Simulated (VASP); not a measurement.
# W (Im-3m) in VASP: further runs

Runs on W. Level: PBE. Tasks: single point.

Program: VASP 6.6.1. These are calculated values, not measurements. Logs are shortened: lines on timing, memory, paths and dates and some standing lists are left out, and cuts for length are marked.

## Step 1: The cell of the first run

The structure is cubic, space group Im-3m (No. 229). The conventional cell has a = 3.184 Å, b = 3.184 Å, c = 3.184 Å, α = 90.00°, β = 90.00°, γ = 90.00°. W (site symmetry m-3m) has 14 W at 2.76 to 3.18 Å within 3.6 Å.

## Step 2: Single point, PBE

Input file INCAR:

```
SYSTEM = W
PREC = Accurate ; ENCUT = 520
EDIFF = 1E-7 ; ISMEAR = -1
SIGMA = 0.1 ; LREAL = .FALSE.
LASPH = .TRUE. ; NELM = 60
ALGO = Normal ; ISIF = 2
LWAVE = .FALSE. ; LCHARG = .FALSE.
GGA = PE ; NBANDS = 13
```

Input file KPOINTS:

```
Automatic mesh
0
G
  2 2 2
  0 0 0
```

Input file POSCAR:

```
W
1.0
   -1.5921723362      1.5921723362      1.5921723362
    1.5921723362     -1.5921723362      1.5921723362
    1.5921723362      1.5921723362     -1.5921723362
W
1
Direct
    0.0000000000      0.0000000000      0.0000000000
```

Potentials or basis: VASP PAW PBE potentials, release 64 (W_sv).

Launch:

```sh
> cat potpaw_PBE.64/W_sv/POTCAR > POTCAR
> mpirun -np 1 vasp_std > vasp.out
```

OUTCAR:

```text
SYSTEM = W
   PREC = Accurate
   ENCUT = 520
   EDIFF = 1E-7
   ISMEAR = -1
   LREAL = .FALSE.
   LASPH = .TRUE.
   NELM = 60
   ISIF = 2
   GGA = PE

 ion  position               nearest neighbor table
   1  0.000  0.000  0.000-

  LATTYP: Found a body centered cubic cell.
 ALAT       =     3.1843446724

  Lattice vectors:

 A1 = (  -1.5921723362,   1.5921723362,   1.5921723362)
 A2 = (   1.5921723362,  -1.5921723362,   1.5921723362)
 A3 = (   1.5921723362,   1.5921723362,  -1.5921723362)

Analysis of symmetry for initial positions (statically):
=====================================================================
 Subroutine PRICEL returns:
 Original cell was already a primitive cell.

 Routine SETGRP: Setting up the symmetry group for a
 body centered cubic supercell.

 Subroutine GETGRP returns: Found 48 space group operations
 (whereof 48 operations were pure point group operations)
 out of a pool of 48 trial point group operations.

The static configuration has the point symmetry O_h .

Analysis of symmetry for dynamics (positions and initial velocities):
=====================================================================
 Subroutine PRICEL returns:
 Original cell was already a primitive cell.

 Routine SETGRP: Setting up the symmetry group for a
 body centered cubic supercell.

 Subroutine GETGRP returns: Found 48 space group operations
 (whereof 48 operations were pure point group operations)
 out of a pool of 48 trial point group operations.

The dynamic configuration has the point symmetry O_h .

 Subroutine INISYM returns: Found 48 space group operations
 (whereof 48 operations are pure point group operations),
 and found     1 'primitive' translations

----------------------------------------------------------------------------------------

                                     Primitive cell

  volume of cell :      16.1447

  direct lattice vectors                    reciprocal lattice vectors
    -1.592172336  1.592172336  1.592172336     0.000000000  0.314036357  0.314036357
     1.592172336 -1.592172336  1.592172336     0.314036357  0.000000000  0.314036357
     1.592172336  1.592172336 -1.592172336     0.314036357  0.314036357  0.000000000

  length of vectors
     2.757723381  2.757723381  2.757723381     0.444114475  0.444114475  0.444114475

  position of ions in fractional coordinates (direct lattice)
     0.000000000  0.000000000  0.000000000

  ion indices of the primitive-cell ions
   primitive index   ion index
                 1           1

----------------------------------------------------------------------------------------

 KPOINTS: Automatic mesh

Automatic generation of k-mesh.
 Grid dimensions read from file:
 generate k-points for:    2    2    2

 Generating k-lattice:

  Cartesian coordinates                     Fractional coordinates (reciprocal lattice)
     0.000000000  0.157018178  0.157018178     0.500000000  0.000000000  0.000000000
     0.157018178  0.000000000  0.157018178     0.000000000  0.500000000  0.000000000
     0.157018178  0.157018178  0.000000000     0.000000000  0.000000000  0.500000000

  Length of vectors
     0.222057237  0.222057237  0.222057237

  Shift w.r.t. Gamma in fractional coordinates (k-lattice)
     0.000000000  0.000000000  0.000000000

 Subroutine IBZKPT returns following result:
 ===========================================

 Found      3 irreducible k-points:

 Following reciprocal coordinates:
            Coordinates               Weight
  0.000000  0.000000  0.000000      1.000000
  0.500000  0.000000  0.000000      6.000000
  0.500000  0.500000  0.500000      1.000000
   k-points           NKPTS =      3   k-points in BZ     NKDIM =      3   number of bands    NBANDS=     13
   number of dos      NEDOS =    301   number of ions     NIONS =      1
   total plane-waves  NPLWV =  13824
   dimension x,y,z NGX =    24 NGY =   24 NGZ =   24
   dimension x,y,z NGXF=    48 NGYF=   48 NGZF=   48
   ions per type =               1
   NGX,Y,Z   is equivalent  to a cutoff of  14.47, 14.47, 14.47 a.u.
   NGXF,Y,Z  is equivalent  to a cutoff of  28.94, 28.94, 28.94 a.u.
 SYSTEM =  W
   PREC   = accura    normal or accurate (medium, high low for compatibility)
   ISTART =      0    job   : 0-new  1-cont  2-samecut
   ICHARG =      2    charge: 1-file 2-atom 10-const
   ISPIN  =      1    spin polarized calculation?
   LNONCOLLINEAR =      F non collinear calculations
   LSORBIT =      F    spin-orbit coupling
   LASPH  =      T    aspherical Exc in radial PAW
   ENCUT  =  520.0 eV  38.22 Ry    6.18 a.u.   5.13  5.13  5.13*2*pi/ulx,y,z
   NELM   =     60;   NELMIN=  2; NELMDL= -5     # of ELM steps
   EDIFF  = 0.1E-06   stopping-criterion for ELM
   LREAL  =      F    real-space projection
   EDIFFG = 0.1E-05   stopping-criterion for IOM
   NSW    =      0    number of steps for IOM
   IBRION =     -1    ionic relax: 0-MD 1-quasi-New 2-CG
   NFREE  =      0    steps in history (QN), initial steepest desc. (CG)
   ISIF   =      2    stress and relaxation
   ISYM   =      2    0-nonsym 1-usesym 2-fastsym
   POTIM  = 0.5000    time-step for ionic-motion
   TEBEG  =    0.0;   TEEND  =   0.0 temperature during run
   PSTRESS=    0.0 pullay stress
   NELECT =      14.0000    total number of electrons
   NUPDOWN=      -1.0000    fix difference up-down
   EMIN   =  10.00;   EMAX   =-10.00  energy-range for DOS
   EFERMI =   0.00;   METHOD = LEGACY
   ISMEAR =    -1;   SIGMA  =   0.10  broadening in eV -4-tet -1-fermi 0-gaus
   EFERMI_NEDOS =   21; number of points for ismear=-14 and -15
   IALGO  =     38    algorithm
   IMIX   =      4    mixing-type and parameters
     AMIX     =   0.40;   BMIX     =  1.00
     AMIX_MAG =   1.60;   BMIX_MAG =  1.00
  volume/ion in A,a.u.               =      16.14       108.95
  Fermi-wavevector in a.u.,A,eV,Ry     =   1.561136  2.950119 33.159384  2.437146
  Thomas-Fermi vector in A             =   2.664246
   LORBIT       =      0    0 simple, 1 ext, 2 COOP (PROOUT), +10 PAW based schemes
   GGA     = PE    functional components
   LHFCALC =     F    Hartree Fock is set to
   AEXX    =    0.0000 exact exchange contribution
   IVDW    =     0    specifies the selected vdW correction
   LEPSILON=     F    determine dielectric tensor
   LRPA    =     F    only Hartree local field effects (RPA)
 non-spin polarized calculation
  energy-cutoff  :      520.00
  volume of cell :       16.14
 maximum number of plane-waves:       466
 NGX is ok and might be reduce to    24
   NGX = 11   NGY = 11   NGZ = 11

 number of electron      14.0000002 magnetization

 Free energy of the ion-electron system (eV)
  ---------------------------------------------------
  ext. energy  EPLUGINS =         0.00000000
  ---------------------------------------------------
  free energy    TOTEN  =       -12.27469851 eV

  energy without entropy =      -12.26874722  energy(sigma->0) =      -12.27172287

 E-fermi :  12.3839     XC(G=0): -13.6203

 val. band max:       11.7981934277   @ k =   0.5000   0.0000   0.0000
 cond. band min:      12.9780992580   @ k =   0.5000   0.0000   0.0000
 fundamental gap:      1.1799058303
 Fermi energy:        12.3838756819

 k-point     1 :       0.0000    0.0000    0.0000
  band No.  band energies     occupation
      1     -63.7373      2.00000
      2     -27.2396      2.00000
      3     -27.2396      2.00000
      4     -27.2396      2.00000
      5       1.6792      2.00000
      6       9.7068      2.00000
      7       9.7068      2.00000
      8       9.7068      2.00000
      9      13.1105      0.00140
     10      13.1106      0.00140
     11      25.7420      0.00000
     12      25.7420      0.00000
     13      25.7420      0.00000

 k-point     2 :       0.5000    0.0000    0.0000
  band No.  band energies     occupation
      1     -63.6179      2.00000
      2     -28.4063      2.00000
      3     -27.6232      2.00000
      4     -27.2448      2.00000
      5       4.9442      2.00000
      6       7.4942      2.00000
      7      11.7982      1.99430
      8      12.9781      0.00524
      9      13.8974      0.00000
     10      16.7394      0.00000
     11      21.6832      0.00000
     12      22.7015      0.00000
     13      27.6821      0.00000

 k-point     3 :       0.5000    0.5000    0.5000
  band No.  band energies     occupation
      1     -63.5284      2.00000
      2     -28.0628      2.00000
      3     -28.0628      2.00000
      4     -28.0628      2.00000
      5       5.4024      2.00000
      6       5.4024      2.00000
      7      15.8174      0.00000
      8      15.8174      0.00000
      9      15.8174      0.00000
     10      19.2538      0.00000
     11      19.2538      0.00000
     12      19.2538      0.00000
     13      26.9491      0.00000

------------------------ aborting loop because EDIFF is reached ----------------------------------------

  FORCE on cell =-STRESS in cart. coord.  units (eV):
  Direction    XX          YY          ZZ          XY          YZ          ZX
  --------------------------------------------------------------------------------------
  -------------------------------------------------------------------------------------
  Total        1.1719402      1.1719402      1.1719402     -0.0000000      0.0000000     -0.0000000
  in kB      116.3016353    116.3016353    116.3016353     -0.0000000      0.0000000     -0.0000000
  external PRESSURE =     116.3016353 kB  Pullay stress =       0.0000000 kB

 VOLUME and BASIS-vectors are now :
 -----------------------------------------------------------------------------
  energy-cutoff  :      520.00
  volume of cell :       16.14
      direct lattice vectors                 reciprocal lattice vectors
    -1.592172336  1.592172336  1.592172336     0.000000000  0.314036357  0.314036357
     1.592172336 -1.592172336  1.592172336     0.314036357  0.000000000  0.314036357
     1.592172336  1.592172336 -1.592172336     0.314036357  0.314036357  0.000000000

 POSITION                                       TOTAL-FORCE (eV/Angst)
 -----------------------------------------------------------------------------------
      0.00000      0.00000      0.00000        -0.000000      0.000000      0.000000
 -----------------------------------------------------------------------------------
    total drift:                                0.000000      0.000000      0.000000

  FREE ENERGIE OF THE ION-ELECTRON SYSTEM (eV)
  ---------------------------------------------------
  free  energy   TOTEN  =       -12.2746985130 eV

  energy  without entropy=      -12.2687472203  energy(sigma->0) =      -12.27172287
```

It took 4.6 s on 1 thread of Intel Xeon Platinum 8259CL at 2.50GHz (Skylake/Cascade Lake), shared host; peak memory 0.14 GiB.

What came out:

```yaml
Free_energy: -12.2747 eV
Pressure: 11.6 GPa
Band_gap_on_the_k_mesh: zero (band 7 reaches 15.82 eV, above the bottom of band 8 at 9.71 eV)
```

Caveat: the k points lie up to 1.40 Å⁻¹ apart; spin-orbit coupling is left out, which moves the levels of the heavy elements.

## Step 3: Single point, PBE

Input file INCAR:

```
ALGO = Normal
EDIFF = 1E-6
ENCUT = 520
GGA = PE
ISIF = 2
ISMEAR = -1
LASPH = T
LCHARG = F
LREAL = F
LWAVE = F
NBANDS = 13
NELM = 60
PREC = Accurate
SIGMA = 0.1
```

Input file KPOINTS:

```
k-points
0
Gamma
  4 4 4
```

POSCAR is that of step 2.

Potentials or basis: VASP PAW PBE potentials, release 64 (W_sv).

Launch:

```sh
> cat potpaw_PBE.64/W_sv/POTCAR > POTCAR
> mpirun -np 1 vasp_std > vasp.out
```

It took 3.9 s on 1 thread of Intel Xeon Platinum 8259CL at 2.50GHz (Skylake/Cascade Lake), shared host; peak memory 0.13 GiB.

Results (log left out):

```yaml
Free_energy: -12.8016 eV
Pressure: -0.5 GPa
Band_gap_on_the_k_mesh: zero (band 7 reaches 16.31 eV, above the bottom of band 8 at 10.05 eV)
```

Levels at points of the mesh, in eV from the Fermi level:
| k point | band 5 | band 6 | band 7 | band 8 | band 9 | band 10 |
| --- | --- | --- | --- | --- | --- | --- |
| (0.00, 0.00, 0.00) | -9.40 | -0.99 | -0.99 | -0.99 | 2.42 | 2.42 |
| (0.50, 0.00, 0.00) | -6.00 | -3.29 | 0.75 | 2.31 | 3.27 | 6.23 |
| (0.50, 0.50, 0.50) | -5.53 | -5.53 | 5.27 | 5.27 | 5.27 | 8.25 |

Caveat: the k points lie up to 0.70 Å⁻¹ apart; spin-orbit coupling is left out, which moves the levels of the heavy elements.

## Step 4: Single point, PBE

Input file INCAR:

```
SYSTEM = W
PREC = Accurate
ENCUT = 520
EDIFF = 1E-7
ISMEAR = -1
SIGMA = 0.1
LREAL = .FALSE.
LASPH = .TRUE.
NELM = 60
ALGO = Normal
ISIF = 2
LWAVE = .FALSE.
LCHARG = .FALSE.
GGA = PE
NBANDS = 13
```

Input file KPOINTS:

```
regular mesh
0
G
  5 5 5
  0 0 0
```

POSCAR is that of step 3.

Potentials or basis: VASP PAW PBE potentials, release 64 (W_sv).

Launch:

```sh
> cat potpaw_PBE.64/W_sv/POTCAR > POTCAR
> mpirun -np 1 vasp_std > vasp.out
```

OUTCAR:

```text
SYSTEM = W
   PREC = Accurate
   ENCUT = 520
   EDIFF = 1E-7
   ISMEAR = -1
   LREAL = .FALSE.
   LASPH = .TRUE.
   NELM = 60
   ISIF = 2
   GGA = PE

 ion  position               nearest neighbor table
   1  0.000  0.000  0.000-

  LATTYP: Found a body centered cubic cell.
 ALAT       =     3.1843446724

  Lattice vectors:

 A1 = (  -1.5921723362,   1.5921723362,   1.5921723362)
[... 322 lines left out ...]
     10      16.8986      0.00000
     11      22.7648      0.00000
     12      22.7648      0.00000
     13      28.7898      0.00000

------------------------ aborting loop because EDIFF is reached ----------------------------------------

  FORCE on cell =-STRESS in cart. coord.  units (eV):
  Direction    XX          YY          ZZ          XY          YZ          ZX
  --------------------------------------------------------------------------------------
  -------------------------------------------------------------------------------------
  Total       -0.0002550     -0.0002550     -0.0002550     -0.0000000     -0.0000000      0.0000000
  in kB       -0.0253033     -0.0253033     -0.0253033     -0.0000000     -0.0000000      0.0000000
  external PRESSURE =      -0.0253033 kB  Pullay stress =       0.0000000 kB

 VOLUME and BASIS-vectors are now :
 -----------------------------------------------------------------------------
  energy-cutoff  :      520.00
  volume of cell :       16.14
      direct lattice vectors                 reciprocal lattice vectors
    -1.592172336  1.592172336  1.592172336     0.000000000  0.314036357  0.314036357
     1.592172336 -1.592172336  1.592172336     0.314036357  0.000000000  0.314036357
     1.592172336  1.592172336 -1.592172336     0.314036357  0.314036357  0.000000000

 POSITION                                       TOTAL-FORCE (eV/Angst)
 -----------------------------------------------------------------------------------
      0.00000      0.00000      0.00000         0.000000      0.000000     -0.000000
 -----------------------------------------------------------------------------------
    total drift:                                0.000000      0.000000     -0.000000

  FREE ENERGIE OF THE ION-ELECTRON SYSTEM (eV)
  ---------------------------------------------------
  free  energy   TOTEN  =       -13.0078861572 eV

  energy  without entropy=      -13.0010263849  energy(sigma->0) =      -13.00445627
```

It took 4 s on 1 thread of Intel Xeon Platinum 8259CL at 2.50GHz (Skylake/Cascade Lake), shared host; peak memory 0.14 GiB.

Results:

```
Free energy            : -13.0079 eV
Pressure               : 0.0 GPa
Band gap on the k mesh : zero (band 7 reaches 13.76 eV, above the bottom of band 8 at 9.97 eV)
```

Caveat: the k points lie up to 0.56 Å⁻¹ apart; spin-orbit coupling is left out, which moves the levels of the heavy elements.

## Step 5: Single point, PBE

Input file INCAR:

```
SYSTEM = W
ALGO = Normal ; EDIFF = 1E-6
ENCUT = 520 ; GGA = PE
ISIF = 2 ; ISMEAR = -1
LASPH = .TRUE. ; LCHARG = .FALSE.
LREAL = .FALSE. ; LWAVE = .FALSE.
NBANDS = 13 ; NELM = 60
PREC = Accurate ; SIGMA = 0.1
```

Input file KPOINTS:

```
k-points
0
G
  7 7 7
  0 0 0
```

POSCAR is that of step 4.

Launch:

```sh
> cat potpaw_PBE.64/W_sv/POTCAR > POTCAR
> mpirun -np 1 vasp_std > vasp.out
```

It took 4.8 s on 1 thread of Intel Xeon Platinum 8259CL at 2.50GHz (Skylake/Cascade Lake), shared host; peak memory 0.14 GiB.

It converged, with:

```
Free energy            : -12.9038 eV
Pressure               : 1.2 GPa
Band gap on the k mesh : zero (band 7 reaches 14.62 eV, above the bottom of band 8 at 9.98 eV)
```

Levels at points of the mesh, in eV from the Fermi level:
| k point | band 5 | band 6 | band 7 | band 8 | band 9 | band 10 |
| --- | --- | --- | --- | --- | --- | --- |
| (0.00, 0.00, 0.00) | -9.58 | -1.24 | -1.24 | -1.24 | 2.18 | 2.18 |

Caveat: the k points lie up to 0.40 Å⁻¹ apart; spin-orbit coupling is left out, which moves the levels of the heavy elements.

## Step 6: Single point, PBE

Input file INCAR:

```
  PREC = Accurate
  ENCUT = 520
  EDIFF = 1E-7
  ISMEAR = -1
  SIGMA = 0.1
  LREAL = False
  LASPH = True
  NELM = 60
  ALGO = Normal
  ISIF = 2
  LWAVE = False
  LCHARG = True
  GGA = PE
  LELF = True
  LVHAR = True
  NBANDS = 13
```

Input file KPOINTS:

```
Automatic mesh
0
Gamma
  8 8 8
```

POSCAR is that of step 5.

Potentials or basis: VASP PAW PBE potentials, release 64 (W_sv).

Launch:

```sh
> cat potpaw_PBE.64/W_sv/POTCAR > POTCAR
> mpirun -np 1 vasp_std > vasp.out
```

Wall time 9.6 s (1 thread of Intel Xeon Platinum 8259CL at 2.50GHz (Skylake/Cascade Lake), shared host); peak memory 0.14 GiB.

It converged, with:

| Quantity | Value |
| --- | --- |
| Free energy | -12.9580 eV |
| Pressure | 0.7 GPa |
| Band gap on the k mesh | zero (band 7 reaches 16.22 eV, above the bottom of band 8 at 9.98 eV) |

Levels at points of the mesh, in eV from the Fermi level:
```tsv
k point	band 5	band 6	band 7	band 8	band 9	band 10
(0.00, 0.00, 0.00)	-9.34	-1.00	-1.00	-1.00	2.41	2.41
(0.50, 0.00, 0.00)	-5.96	-3.29	0.81	2.30	3.25	6.18
(0.50, 0.50, 0.50)	-5.49	-5.49	5.23	5.23	5.23	8.29
```

Caveat: spin-orbit coupling is left out, which moves the levels of the heavy elements.

## Step 7: Summary

```csv
k mesh,gap on the mesh (eV),pressure (GPa)
2 × 2 × 2,none,11.6
4 × 4 × 4,none,-0.5
5 × 5 × 5,none,0.0
7 × 7 × 7,none,1.2
8 × 8 × 8,none,0.7
```

Alike in all rows: task single point; level PBE; potentials or basis VASP PAW PBE potentials, release 64 (W_sv); no spin polarisation; cell as given; cutoff (eV) 520; smearing fermi-dirac 0.1 eV.

Caveats: some runs use coarse meshes; spin-orbit coupling is left out, which moves the levels of the heavy elements.

Total energies depend on the potentials used, so only differences within one code and one set of settings carry meaning.
